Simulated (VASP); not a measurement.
BN: relaxation of shape and atoms at fixed volume with PBE

The system is BN.

```
B N
1.0
     2.52882    0.00000    0.00000
    -1.26441    2.19002    0.00000
     0.00000    0.00000    8.44255
B N
2 2
Cartesian
  0.0000 1.4600 2.1106
  1.2644 0.7300 6.3319
  0.0000 1.4600 6.3319
  1.2644 0.7300 2.1106
```

This cell differs from its parent crystal: volume scaled by 1.020.

```yaml
Program: VASP 6.6.1
Task: relaxation of shape and atoms at fixed volume
Functional: PBE
Potentials_or_basis: VASP PAW PBE potentials, release 64 (B, N)
Cutoff: 600 eV
k_mesh: 16 × 16 × 4
Occupations: gaussian, width 0.05 eV
Spin: no spin polarisation
Dipole_correction: no
Further_INCAR_settings: ALGO = Normal; EDIFF = 1e-06; IBRION = 2; EDIFFG = -0.01; NSW = 60; ISIF = 4
```

```yaml
Energy_gained_by_relaxing: 2.5 meV/atom
Ionic_steps: 3
Pressure_after_relaxing: -0.2 GPa
Band_gap_on_the_k_mesh: 4.39 eV, indirect (least direct gap 4.75 eV)
```

Step by step:
```
step  energy change (eV)  largest force (eV/Å)  pressure (GPa)  volume (Å³)
   1              0.0000                0.0000           -3.68        46.76
   2             -0.0098                0.0000           -0.33        46.76
   3             -0.0098                0.0000           -0.17        46.76
```

Final structure:
```
B N
1.0
     2.51258    0.00000    0.00000
    -1.25629    2.17596    0.00000
     0.00000    0.00000    8.55200
B N
2 2
Direct
  0.33333 0.66667 0.25000
  0.66667 0.33333 0.75000
  0.33333 0.66667 0.75000
  0.66667 0.33333 0.25000
```

Levels at points of the mesh, in eV from the valence-band top:
```
           k point  band 4  band 5  band 6  band 7  band 8  band 9  band 10  band 11  band 12
(0.00, 0.00, 0.00)   -4.89   -1.31   -1.31   -1.31   -1.31    4.39     7.57     9.82    11.54
(0.50, 0.00, 0.00)   -8.81   -4.08   -4.08   -0.96   -0.76    4.64     5.02     9.47     9.88
(0.00, 0.00, 0.50)   -5.16   -1.31   -1.31   -1.31   -1.31    5.59     5.59    11.52    11.54
(0.50, 0.00, 0.50)   -8.81   -4.08   -4.08   -0.86   -0.86    4.80     4.80     9.72     9.72
```

It took 51 s on 1 thread of AMD EPYC 9R45 96-Core Processor (Zen 5) (shared host), peak memory 0.17 GiB.

Caveat: the cell differs from its parent crystal (volume scaled by 1.020); this functional lacks dispersion, which binds the layers, so the pressure and a relaxed spacing across them are unreliable. A k mesh can miss the band edges.
